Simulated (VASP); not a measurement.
# MgZn2TeS2 (Pmmm) in VASP: relaxation of cell and atoms with PBE

Aim: the relaxation of cell and atoms of MgZn2TeS2 with PBE.

All numbers are computed with VASP 6.6.1; they aren't measurements. Logs are shortened: lines on timing, memory, paths and dates and some standing lists are left out, and cuts for length are marked.

**1. The cell of the first run**

Symmetry: Pmmm, No. 47, orthorhombic system. Conventional cell: a = 4.746 Å, b = 5.501 Å, c = 5.536 Å, α = 90.00°, β = 90.00°, γ = 90.00°. Within 3.1 Å of Mg (site symmetry mmm) lie 2 S at 2.37 Å and 2 Te at 2.77 Å. Within 3.4 Å of Zn (site symmetry mm2) lie 2 Zn at 2.57 to 2.97 Å and 4 S at 2.80 to 3.04 Å. Within 3.7 Å of Te (site symmetry mmm) lie 6 S at 2.75 to 3.65 Å and 2 Mg at 2.77 Å. S (site symmetry mmm) has 2 Mg at 2.37 Å and 4 Zn at 3.04 Å within 3.1 Å. S (site symmetry mmm) has 2 Te at 2.75 Å and 4 Zn at 2.80 Å within 3.6 Å.

The cell was generated, and may not be a known phase.

**2. Relaxation of cell and atoms, PBE**

INCAR

```
SYSTEM = MgZn2TeS2
  PREC = Accurate
  ENCUT = 600
  EDIFF = 1E-6
  ISMEAR = 0
  SIGMA = 0.1
  LREAL = .FALSE.
  LASPH = .TRUE.
  NELM = 100
  ALGO = Fast
  ISIF = 3
  LWAVE = .FALSE.
  LCHARG = .FALSE.
  GGA = PE
  IBRION = 2
  NSW = 100
  EDIFFG = -0.01
```

KPOINTS

```
Automatic mesh
0
G
  8 8 8
  0 0 0
```

POSCAR

```
MgZn2TeS2
1.0
    4.7457203596      0.0000000000      0.0000000000
    0.0000000000      5.5009767110      0.0000000000
    0.0000000000      0.0000000000      5.5358327659
Mg Zn Te S
1 2 1 2
Direct
    0.5000000000      0.5000000000      0.5000000000
    0.0000000000      0.0000000000      0.2681827167
    0.0000000000      0.0000000000      0.7318172833
    0.5000000000      0.5000000000      0.0000000000
    0.0000000000      0.5000000000      0.5000000000
    0.5000000000      0.0000000000      0.0000000000
```

Potentials or basis: VASP PAW PBE potentials, release 64 (Mg, Zn, Te, S).

Run with:

```sh
cat potpaw_PBE.64/Mg/POTCAR potpaw_PBE.64/Zn/POTCAR potpaw_PBE.64/Te/POTCAR potpaw_PBE.64/S/POTCAR > POTCAR
mpirun -np 1 vasp_std > vasp.out
```

OUTCAR:

```text
SYSTEM = MgZn2TeS2
   PREC = Accurate
   ENCUT = 600
   EDIFF = 1E-6
   ISMEAR = 0
   LREAL = .FALSE.
   LASPH = .TRUE.
   NELM = 100
   ISIF = 3
   GGA = PE
   IBRION = 2
   NSW = 100
   EDIFFG = -0.01

 ion  position               nearest neighbor table
   1  0.500  0.500  0.500-   5 2.37   5 2.37   4 2.77   4 2.77
   2  0.000  0.000  0.268-   3 2.57   6 2.80   6 2.80   3 2.97
   3  0.000  0.000  0.732-   2 2.57   6 2.80   6 2.80   2 2.97
   4  0.500  0.500  0.000-   6 2.75   6 2.75   1 2.77   1 2.77
   5  0.000  0.500  0.500-   1 2.37   1 2.37
   6  0.500  0.000  0.000-   4 2.75   4 2.75   2 2.80   3 2.80   2 2.80   3 2.80

  LATTYP: Found a simple orthorhombic cell.
 ALAT       =     4.7457203596
 B/A-ratio  =     1.1591447229
 C/A-ratio  =     1.1664894571

  Lattice vectors:

 A1 = (   4.7457203596,   0.0000000000,   0.0000000000)
 A2 = (   0.0000000000,   5.5009767110,   0.0000000000)
 A3 = (   0.0000000000,   0.0000000000,   5.5358327659)

Analysis of symmetry for initial positions (statically):
=====================================================================
 Subroutine PRICEL returns:
 Original cell was already a primitive cell.

 Routine SETGRP: Setting up the symmetry group for a
 simple orthorhombic supercell.

 Subroutine GETGRP returns: Found  8 space group operations
 (whereof  8 operations were pure point group operations)
 out of a pool of  8 trial point group operations.

The static configuration has the point symmetry D_2h.

Analysis of symmetry for dynamics (positions and initial velocities):
=====================================================================
 Subroutine PRICEL returns:
 Original cell was already a primitive cell.

 Routine SETGRP: Setting up the symmetry group for a
 simple orthorhombic supercell.

 Subroutine GETGRP returns: Found  8 space group operations
 (whereof  8 operations were pure point group operations)
 out of a pool of  8 trial point group operations.

The dynamic configuration has the point symmetry D_2h.

 Subroutine INISYM returns: Found  8 space group operations
 (whereof  8 operations are pure point group operations),
 and found     1 'primitive' translations

----------------------------------------------------------------------------------------

                                     Primitive cell

  volume of cell :     144.5190

  direct lattice vectors                    reciprocal lattice vectors
     4.745720360  0.000000000  0.000000000     0.210716166  0.000000000  0.000000000
     0.000000000  5.500976711  0.000000000     0.000000000  0.181785900  0.000000000
     0.000000000  0.000000000  5.535832766     0.000000000  0.000000000  0.180641295

  length of vectors
     4.745720360  5.500976711  5.535832766     0.210716166  0.181785900  0.180641295

  position of ions in fractional coordinates (direct lattice)
     0.500000000  0.500000000  0.500000000
     0.000000000  0.000000000  0.268182717
     0.000000000  0.000000000  0.731817283
     0.500000000  0.500000000  0.000000000
     0.000000000  0.500000000  0.500000000
     0.500000000  0.000000000  0.000000000

  ion indices of the primitive-cell ions
   primitive index   ion index
                 1           1
                 2           2
                 3           3
                 4           4
                 5           5
                 6           6

----------------------------------------------------------------------------------------

 KPOINTS: Automatic mesh

Automatic generation of k-mesh.
 Grid dimensions read from file:
 generate k-points for:    8    8    8

 Generating k-lattice:

  Cartesian coordinates                     Fractional coordinates (reciprocal lattice)
     0.026339521  0.000000000  0.000000000     0.125000000  0.000000000  0.000000000
     0.000000000  0.022723237  0.000000000     0.000000000  0.125000000  0.000000000
     0.000000000  0.000000000  0.022580162     0.000000000  0.000000000  0.125000000

  Length of vectors
     0.026339521  0.022723237  0.022580162

  Shift w.r.t. Gamma in fractional coordinates (k-lattice)
     0.000000000  0.000000000  0.000000000

 Subroutine IBZKPT returns following result:
 ===========================================

 Found    125 irreducible k-points:

 Following reciprocal coordinates:
            Coordinates               Weight
  0.000000  0.000000  0.000000      1.000000
  0.125000  0.000000  0.000000      2.000000
  0.250000  0.000000  0.000000      2.000000
  0.375000  0.000000  0.000000      2.000000
  0.500000  0.000000  0.000000      1.000000
  0.000000  0.125000  0.000000      2.000000
[... 16 lines left out ...]
  0.250000  0.500000  0.000000      2.000000
  0.375000  0.500000  0.000000      2.000000
 [... further k-points ...]
   k-points           NKPTS =    125   k-points in BZ     NKDIM =    125   number of bands    NBANDS=     26
   number of dos      NEDOS =    301   number of ions     NIONS =      6
   total plane-waves  NPLWV =  92160
   dimension x,y,z NGX =    40 NGY =   48 NGZ =   48
   dimension x,y,z NGXF=    80 NGYF=   96 NGZF=   96
   ions per type =               1   2   1   2
   NGX,Y,Z   is equivalent  to a cutoff of  14.01, 14.51, 14.41 a.u.
   NGXF,Y,Z  is equivalent  to a cutoff of  28.02, 29.01, 28.83 a.u.
 SYSTEM =  MgZn2TeS2
   PREC   = accura    normal or accurate (medium, high low for compatibility)
   ISTART =      0    job   : 0-new  1-cont  2-samecut
   ICHARG =      2    charge: 1-file 2-atom 10-const
   ISPIN  =      1    spin polarized calculation?
   LNONCOLLINEAR =      F non collinear calculations
   LSORBIT =      F    spin-orbit coupling
   LASPH  =      T    aspherical Exc in radial PAW
   ENCUT  =  600.0 eV  44.10 Ry    6.64 a.u.   9.48 10.99 11.06*2*pi/ulx,y,z
   NELM   =    100;   NELMIN=  2; NELMDL= -5     # of ELM steps
   EDIFF  = 0.1E-05   stopping-criterion for ELM
   LREAL  =      F    real-space projection
   EDIFFG = -.1E-01   stopping-criterion for IOM
   NSW    =    100    number of steps for IOM
   IBRION =      2    ionic relax: 0-MD 1-quasi-New 2-CG
   NFREE  =      1    steps in history (QN), initial steepest desc. (CG)
   ISIF   =      3    stress and relaxation
   ISYM   =      2    0-nonsym 1-usesym 2-fastsym
   POTIM  = 0.5000    time-step for ionic-motion
   TEBEG  =    0.0;   TEEND  =   0.0 temperature during run
   PSTRESS=    0.0 pullay stress
   NELECT =      44.0000    total number of electrons
   NUPDOWN=      -1.0000    fix difference up-down
   EMIN   =  10.00;   EMAX   =-10.00  energy-range for DOS
   EFERMI =   0.00;   METHOD = LEGACY
   ISMEAR =     0;   SIGMA  =   0.10  broadening in eV -4-tet -1-fermi 0-gaus
   EFERMI_NEDOS =   21; number of points for ismear=-14 and -15
   IALGO  =     68    algorithm
   IMIX   =      4    mixing-type and parameters
     AMIX     =   0.40;   BMIX     =  1.00
     AMIX_MAG =   1.60;   BMIX_MAG =  1.00
  volume/ion in A,a.u.               =      24.09       162.54
  Fermi-wavevector in a.u.,A,eV,Ry     =   1.101330  2.081212 16.502880  1.212927
  Thomas-Fermi vector in A             =   2.237755
   LORBIT       =      0    0 simple, 1 ext, 2 COOP (PROOUT), +10 PAW based schemes
   GGA     = PE    functional components
   LHFCALC =     F    Hartree Fock is set to
   AEXX    =    0.0000 exact exchange contribution
   IVDW    =     0    specifies the selected vdW correction
   LEPSILON=     F    determine dielectric tensor
   LRPA    =     F    only Hartree local field effects (RPA)
 conjugate gradient relaxation of ions
 non-spin polarized calculation
 RMM-DIIS sequential band-by-band and
 Gauss-broadening in eV      SIGMA  =   0.10
  energy-cutoff  :      600.00
  volume of cell :      144.52
 maximum number of plane-waves:      4872
 NGX is ok and might be reduce to    40
   NGX = 19   NGY = 21   NGZ = 23

--------------------------------------- Ionic step        1  -------------------------------------------

 number of electron      44.0000002 magnetization

 Free energy of the ion-electron system (eV)
  ---------------------------------------------------
  ext. energy  EPLUGINS =         0.00000000
  ---------------------------------------------------
  free energy    TOTEN  =       -15.42449323 eV

  energy without entropy =      -15.40706791  energy(sigma->0) =      -15.41578057

------------------------ aborting loop because EDIFF is reached ----------------------------------------

  FORCE on cell =-STRESS in cart. coord.  units (eV):
  Direction    XX          YY          ZZ          XY          YZ          ZX
  --------------------------------------------------------------------------------------
  -------------------------------------------------------------------------------------
  Total        0.5023497     -1.7285803      0.9413043      0.0000000      0.0000000      0.0000000
  in kB        5.5691870    -19.1635173     10.4355585      0.0000000      0.0000000      0.0000000
  external PRESSURE =      -1.0529239 kB  Pullay stress =       0.0000000 kB
[... 101 lines left out ...]
  FREE ENERGIE OF THE ION-ELECTRON SYSTEM (eV)
  ---------------------------------------------------
  free  energy   TOTEN  =       -15.4621146315 eV

  energy  without entropy=      -15.4493855376  energy(sigma->0) =      -15.45575008

[... ionic steps 4 to 11 ...]

--------------------------------------- Ionic step       12  -------------------------------------------

 number of electron      44.0000005 magnetization

------------------------ aborting loop because EDIFF is reached ----------------------------------------

  FORCE on cell =-STRESS in cart. coord.  units (eV):
  Direction    XX          YY          ZZ          XY          YZ          ZX
  --------------------------------------------------------------------------------------
  -------------------------------------------------------------------------------------
  Total        0.0620941      0.0704055     -0.0098874     -0.0000000      0.0000000      0.0000000
  in kB        0.6959664      0.7891229     -0.1108211     -0.0000000      0.0000000      0.0000000
  external PRESSURE =       0.4580894 kB  Pullay stress =       0.0000000 kB
[... 65 lines left out ...]
  energy  without entropy=      -15.4668169596  energy(sigma->0) =      -15.47151439

--------------------------------------- Ionic step       14  -------------------------------------------

 number of electron      44.0000005 magnetization

 Free energy of the ion-electron system (eV)
  ---------------------------------------------------
  ext. energy  EPLUGINS =         0.00000000
  ---------------------------------------------------
  free energy    TOTEN  =       -15.47621478 eV

  energy without entropy =      -15.46682184  energy(sigma->0) =      -15.47151831

 E-fermi :   3.3740     XC(G=0):  -9.1256

 val. band max:        3.3719232179   @ k =   0.5000   0.0000   0.3750
 cond. band min:       3.3772484419   @ k =   0.1250   0.1250   0.5000
 fundamental gap:      0.0053252240
 Fermi energy:         3.3740442268

 k-point     1 :       0.0000    0.0000    0.0000
  band No.  band energies     occupation
      1     -10.5386      2.00000
      2      -9.1327      2.00000
      3      -6.2057      2.00000
      4      -3.9791      2.00000
      5      -3.8643      2.00000
      6      -3.7693      2.00000
[... 685 lines left out ...]
     25       4.8813      0.00000
     26       6.2686      0.00000

 [... further k-points ...]

------------------------ aborting loop because EDIFF is reached ----------------------------------------

  FORCE on cell =-STRESS in cart. coord.  units (eV):
  Direction    XX          YY          ZZ          XY          YZ          ZX
  --------------------------------------------------------------------------------------
  -------------------------------------------------------------------------------------
  Total        0.0234005      0.0364701     -0.0440993     -0.0000000      0.0000000      0.0000000
  in kB        0.2619054      0.4081853     -0.4935737     -0.0000000      0.0000000      0.0000000
  external PRESSURE =       0.0588390 kB  Pullay stress =       0.0000000 kB
[... 21 lines left out ...]
  FREE ENERGIE OF THE ION-ELECTRON SYSTEM (eV)
  ---------------------------------------------------
  free  energy   TOTEN  =       -15.4762147791 eV

  energy  without entropy=      -15.4668218418  energy(sigma->0) =      -15.47151831

 reached required accuracy - stopping structural energy minimisation
```

Wall time 84 min (1 thread of Oxide Virtual Turin-like, shared host); peak memory 0.75 GiB.

Results:

```yaml
Free_energy: -15.4762 eV
Relaxed_volume: 23.86 Å³/atom
Relaxed_cell: a = 4.849 Å, b = 5.324 Å, c = 5.545 Å, α = 90.00°, β = 90.00°, γ = 90.00°
Space_group_after_relaxing_to_0.1_Å: Pmmm (No. 47)
Energy_gained_by_relaxing: 8.6 meV/atom
Ionic_steps: 14
Pressure_after_relaxing: 0.0 GPa
Largest_force_after_relaxing: 0.010 eV/Å
Band_gap_on_the_k_mesh: zero (bands 22 and 23 overlap by 0.76 eV)
```

Forces on the atoms (eV/Å):
```
Mg   0.000  0.000  0.000
Zn   0.000  0.000  0.010
Zn   0.000  0.000 -0.010
Te   0.000  0.000  0.000
S    0.000  0.000  0.000
S    0.000  0.000  0.000
```

Stress tensor (GPa, compression positive):
```
 0.03  0.00  0.00
 0.00  0.04  0.00
 0.00  0.00 -0.05
```

The path:
```tsv
step	energy change (eV)	largest force (eV/Å)	pressure (GPa)	volume (Å³)
1	0.0000	0.1298	-0.11	144.52
2	-0.0280	0.1446	-0.18	144.17
3	-0.0376	0.1598	-0.13	143.83
4	-0.0376	0.1600	-0.10	143.80
5	-0.0414	0.1360	-0.05	143.39
6	-0.0480	0.0557	0.27	142.14
7	-0.0482	0.0153	0.52	141.60
8	-0.0504	0.0107	0.33	142.11
9	-0.0511	0.0337	0.17	142.58
10	-0.0512	0.0385	0.13	142.68
11	-0.0515	0.0262	0.07	142.85
12	-0.0516	0.0212	0.05	142.95
13	-0.0517	0.0090	-0.03	143.14
14	-0.0517	0.0096	0.01	143.15
```

Final structure:
```
CELL_PARAMETERS angstrom
4.84900 0.00000 0.00000
0.00000 5.32387 0.00000
0.00000 0.00000 5.54512
ATOMIC_POSITIONS crystal
Mg 0.50000 0.50000 0.50000
Zn 0.00000 0.00000 0.25491
Zn 0.00000 0.00000 0.74509
Te 0.50000 0.50000 0.00000
S 0.00000 0.50000 0.50000
S 0.50000 0.00000 0.00000
```

Caveat: semilocal functionals underestimate gaps, and a narrow one can read as zero; spin-orbit coupling is left out, which moves the levels of the heavy elements.
